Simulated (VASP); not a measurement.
# TiAl (P4/mmm) in VASP: notebook, part 2 of 2

VASP 6.6.1. The steps go on from the part before.

**4. Relaxation of cell and atoms, PBEsol, target pressure 2 GPa, at which the enthalpy is minimised**

This run uses another cell than the first one, of 15.47 Å³/atom.

Contents of INCAR:

```
SYSTEM = TiAl
  ALGO = Normal
  EDIFF = 1E-6
  EDIFFG = -0.008
  ENCUT = 600
  GGA = PS
  IBRION = 2
  ISIF = 3
  ISMEAR = 0
  LASPH = .TRUE.
  LCHARG = .FALSE.
  LREAL = .FALSE.
  LWAVE = .FALSE.
  NELM = 60
  NSW = 70
  PREC = Accurate
  PSTRESS = 20.0
  SIGMA = 0.1
```

Contents of KPOINTS:

```
k-points
0
G
  14 14 10
  0 0 0
```

Contents of POSCAR:

```
TiAl
1.0
    2.7764200208      0.0000000000      0.0000000000
    0.0000000000      2.7764200208      0.0000000000
    0.0000000000      0.0000000000      4.0147960437
Ti Al
1 1
Direct
    0.5000000000      0.5000000000      0.5000000000
    0.0000000000      0.0000000000      0.0000000000
```

On the command line:

```bash
cat potpaw_PBE.64/Ti_sv/POTCAR potpaw_PBE.64/Al/POTCAR > POTCAR
mpirun -np 1 vasp_std > vasp.out
```

Wall time 45 s (1 thread of Intel Xeon 6975P-C (Granite Rapids), shared host); peak memory 0.23 GiB.

It converged, with:

```
Free energy                                                : -13.2500 eV
Relaxed volume                                             : 15.53 Å³/atom
Relaxed cell                                               : a = 2.780 Å, b = 2.780 Å, c = 4.020 Å, α = 90.00°, β = 90.00°, γ = 90.00°
Space group after relaxing (to 0.1 Å)                      : P4/mmm (No. 123)
Energy change on relaxing (the run minimises the enthalpy) : -0.8 meV/atom
Ionic steps                                                : 3
Pressure after relaxing                                    : 2.0 GPa
Band gap on the k mesh                                     : zero (an odd number of electrons rules out a gap without spin polarisation)
```

Step by step:
| step | energy change (eV) | largest force (eV/Å) | pressure (GPa) | volume (Å³) |
| --- | --- | --- | --- | --- |
| 1 | 0.0000 | 0.0000 | 2.44 | 30.95 |
| 2 | -0.0024 | 0.0000 | 1.69 | 31.14 |
| 3 | -0.0015 | 0.0000 | 1.99 | 31.06 |

Final structure:
```cif
data_structure
_symmetry_space_group_name_H-M 'P 1'
_symmetry_Int_Tables_number 1
_cell_length_a 2.7796
_cell_length_b 2.7796
_cell_length_c 4.0198
_cell_angle_alpha 90.000
_cell_angle_beta 90.000
_cell_angle_gamma 90.000
_cell_volume 31.06
loop_
_atom_site_label
_atom_site_type_symbol
_atom_site_fract_x
_atom_site_fract_y
_atom_site_fract_z
_atom_site_occupancy
Ti1 Ti 0.50000 0.50000 0.50000 1
Al1 Al 0.00000 0.00000 0.00000 1
```

Levels at points of the mesh, in eV from the Fermi level:
```
           k point  band 6  band 7  band 8  band 9  band 10  band 11
(0.00, 0.00, 0.00)   -1.98   -0.90   -0.33    2.27     2.27     3.47
(0.50, 0.00, 0.00)   -4.55   -1.80   -0.28    1.80     2.66     4.60
(0.50, 0.50, 0.00)   -0.47   -0.41   -0.41   -0.26    -0.26     4.49
(0.00, 0.00, 0.50)   -5.37   -0.72    0.62    1.91     1.91     3.49
(0.50, 0.00, 0.50)   -3.01   -1.23   -1.09    1.41     1.85     2.42
(0.50, 0.50, 0.50)   -2.35   -2.35    2.05    2.23     2.71     4.36
```

Caveat: the cell is relaxed towards a set pressure, so the run minimises the enthalpy, not the energy; the PAW data sets were made with another functional, which shifts forces and pressure a little.

**5. Relaxation of cell and atoms, PBEsol, target pressure -2 GPa, at which the enthalpy is minimised**

This run uses another cell than the first one, of 16.08 Å³/atom.

Contents of INCAR:

```
PREC = Accurate
ENCUT = 600
EDIFF = 1E-6
ISMEAR = 0
SIGMA = 0.1
LREAL = False
LASPH = True
NELM = 100
ALGO = Normal
ISIF = 3
LWAVE = False
LCHARG = False
GGA = PS
IBRION = 2
NSW = 70
EDIFFG = -0.008
PSTRESS = -20.0
```

Contents of KPOINTS:

```
Automatic mesh
0
Gamma
  14 14 10
```

Contents of POSCAR:

```
TiAl
1.0
    2.8122437139      0.0000000000      0.0000000000
    0.0000000000      2.8122437139      0.0000000000
    0.0000000000      0.0000000000      4.0665982999
Ti Al
1 1
Direct
    0.5000000000      0.5000000000      0.5000000000
    0.0000000000      0.0000000000      0.0000000000
```

On the command line:

```bash
cat potpaw_PBE.64/Ti_sv/POTCAR potpaw_PBE.64/Al/POTCAR > POTCAR
mpirun -np 1 vasp_std > vasp.out
```

Wall time 44 s (1 thread of Intel Xeon 6975P-C (Granite Rapids), shared host); peak memory 0.24 GiB.

Results (log left out):

| Item | Value |
| --- | --- |
| Free energy | -13.2500 eV |
| Relaxed volume | 16.06 Å³/atom |
| Relaxed cell | a = 2.811 Å, b = 2.811 Å, c = 4.065 Å, α = 90.00°, β = 90.00°, γ = 90.00° |
| Space group after relaxing (to 0.1 Å) | P4/mmm (No. 123) |
| Energy change on relaxing (the run minimises the enthalpy) | -0.3 meV/atom |
| Ionic steps | 3 |
| Pressure after relaxing | -2.0 GPa |
| Band gap on the k mesh | zero (an odd number of electrons rules out a gap without spin polarisation) |

The path:
| step | energy change (eV) | largest force (eV/Å) | pressure (GPa) | volume (Å³) |
| --- | --- | --- | --- | --- |
| 1 | 0.0000 | 0.0000 | -2.21 | 32.16 |
| 2 | -0.0012 | 0.0000 | -1.85 | 32.07 |
| 3 | -0.0007 | 0.0000 | -1.99 | 32.11 |

Final structure:
```
Ti Al
1.0
     2.81062    0.00000    0.00000
     0.00000    2.81062    0.00000
     0.00000    0.00000    4.06482
Ti Al
1 1
Direct
  0.50000 0.50000 0.50000
  0.00000 0.00000 0.00000
```

Levels at points of the mesh, in eV from the Fermi level:
| k point | band 4 | band 5 | band 6 | band 7 | band 8 | band 9 | band 10 | band 11 |
| --- | --- | --- | --- | --- | --- | --- | --- | --- |
| (0.00, 0.00, 0.00) | -32.42 | -9.08 | -1.92 | -0.85 | -0.38 | 2.18 | 2.18 | 3.33 |
| (0.50, 0.00, 0.00) | -32.38 | -4.56 | -4.54 | -1.74 | -0.27 | 1.74 | 2.55 | 4.41 |
| (0.50, 0.50, 0.00) | -32.76 | -3.22 | -0.44 | -0.44 | -0.43 | -0.23 | -0.23 | 4.30 |
| (0.00, 0.00, 0.50) | -32.42 | -7.60 | -5.30 | -0.69 | 0.60 | 1.83 | 1.83 | 3.34 |
| (0.50, 0.00, 0.50) | -32.38 | -4.93 | -2.95 | -1.22 | -1.12 | 1.35 | 1.79 | 2.32 |
| (0.50, 0.50, 0.50) | -32.77 | -2.56 | -2.28 | -2.28 | 1.85 | 2.13 | 2.69 | 4.22 |

Caveat: the cell is relaxed towards a set pressure, so the run minimises the enthalpy, not the energy; the PAW data sets were made with another functional, which shifts forces and pressure a little.

**6. The runs side by side**

| cell | gap on the mesh (eV) | pressure (GPa) |
| --- | --- | --- |
| relaxed to 10 GPa from a = 2.727, b = 2.727, c = 3.943 Å, 2 atoms | none | 10.0 |
| relaxed to 5 GPa from a = 2.758, b = 2.758, c = 3.988 Å, 2 atoms | none | 4.9 |
| relaxed to 2 GPa from a = 2.776, b = 2.776, c = 4.015 Å, 2 atoms | none | 2.0 |
| relaxed to -2 GPa from a = 2.812, b = 2.812, c = 4.067 Å, 2 atoms | none | -2.0 |

Alike in all rows: task relaxation of cell and atoms; level PBEsol; potentials or basis VASP PAW PBE potentials, release 64 (Ti_sv, Al); no spin polarisation; k mesh 14 × 14 × 10; cutoff (eV) 600; smearing gaussian 0.1 eV.

Caveats: the cell is relaxed towards a set pressure, so the run minimises the enthalpy, not the energy; the PAW data sets were made with another functional, which shifts forces and pressure a little.

Total energies depend on the potentials used, so only differences within one code and one set of settings carry meaning.
